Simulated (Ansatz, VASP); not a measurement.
## One calculation of FeSi, two programs

POSCAR

```
FeSi
1.0
    4.4894091873      0.0000000000      0.0000000000
    0.0000000000      4.4894091873      0.0000000000
    0.0000000000      0.0000000000      4.4894091873
Fe Si
4 4
Direct
    0.1366600336      0.1366600336      0.1366600336
    0.3633399664      0.8633399664      0.6366600336
    0.6366600336      0.3633399664      0.8633399664
    0.8633399664      0.6366600336      0.3633399664
    0.8411319744      0.8411319744      0.8411319744
    0.6588680256      0.1588680256      0.3411319744
    0.3411319744      0.6588680256      0.1588680256
    0.1588680256      0.3411319744      0.6588680256
```

The input INCAR.step1:

```
SYSTEM = FeSi
PREC = Accurate ; ENCUT = 520
ISMEAR = 0 ; SIGMA = 0.01
LREAL = .FALSE. ; LASPH = .TRUE.
NELM = 80 ; NBANDS = 34
GGA = PE ; ALGO = Normal
EDIFF = 1E-4 ; LWAVE = .TRUE.
LCHARG = .FALSE.
```

File INCAR.step2:

```
SYSTEM = FeSi
PREC = Accurate ; ENCUT = 520
EDIFF = 1E-7 ; ISMEAR = 0
SIGMA = 0.01 ; LREAL = .FALSE.
LASPH = .TRUE. ; NELM = 80
ALGO = Normal ; ISIF = 2
LWAVE = .FALSE. ; LCHARG = .FALSE.
METAGGA = R2SCAN ; LMIXTAU = .TRUE.
NBANDS = 34 ; ISTART = 1
```

The input KPOINTS:

```
regular mesh
0
G
  6 6 6
  0 0 0
```

Input for Ansatz:

```yaml
crystal:
  lattice:
    - [4.4894091873, 0.0, 0.0]
    - [0.0, 4.4894091873, 0.0]
    - [0.0, 0.0, 4.4894091873]
  atoms:
    - { symbol: Fe, position: [0.1366600336, 0.1366600336, 0.1366600336] }
    - { symbol: Fe, position: [0.3633399664, 0.8633399664, 0.6366600336] }
    - { symbol: Fe, position: [0.6366600336, 0.3633399664, 0.8633399664] }
    - { symbol: Fe, position: [0.8633399664, 0.6366600336, 0.3633399664] }
    - { symbol: Si, position: [0.8411319744, 0.8411319744, 0.8411319744] }
    - { symbol: Si, position: [0.6588680256, 0.1588680256, 0.3411319744] }
    - { symbol: Si, position: [0.3411319744, 0.6588680256, 0.1588680256] }
    - { symbol: Si, position: [0.1588680256, 0.3411319744, 0.6588680256] }
kpoints:
  mp_grid: { grid: [6, 6, 6] }
hamiltonian:
  xc: r2scan
scf:
  occupations: { method: fixed }
  n_extra_bands: 6
output:
  forces: true
  stress: true
  eigenvalues: true
```

Alike in both runs: task single point; functional r2SCAN; k mesh 6 × 6 × 6; no spin polarisation.

```csv
,VASP,Ansatz
version,VASP 6.6.1,Ansatz 0.2.0
potentials or method,"VASP PAW PBE potentials, release 64 (Fe, Si)","plane waves, PAW"
plane-wave cutoff (eV),520,500
occupations,"gaussian, width 0.01 eV",fixed
valence electrons in the cell,48,80
```

```tsv
	VASP	Ansatz	Ansatz less VASP
gap on the k mesh at the Fermi level (eV)	0.31	0.33	+0.012
pressure (GPa)	-12.8	-13.1	-0.31
rms of the force components (eV/Å)	0.091	0.102	+0.0104
```

VASP's potentials were made for PBE, not for r2SCAN. Atom by atom the forces differ by 0.012 eV/Å (rms over components). VASP's potentials hold 48 valence electrons a cell and Ansatz's 80, so a difference there can come from the potentials and not from the codes.
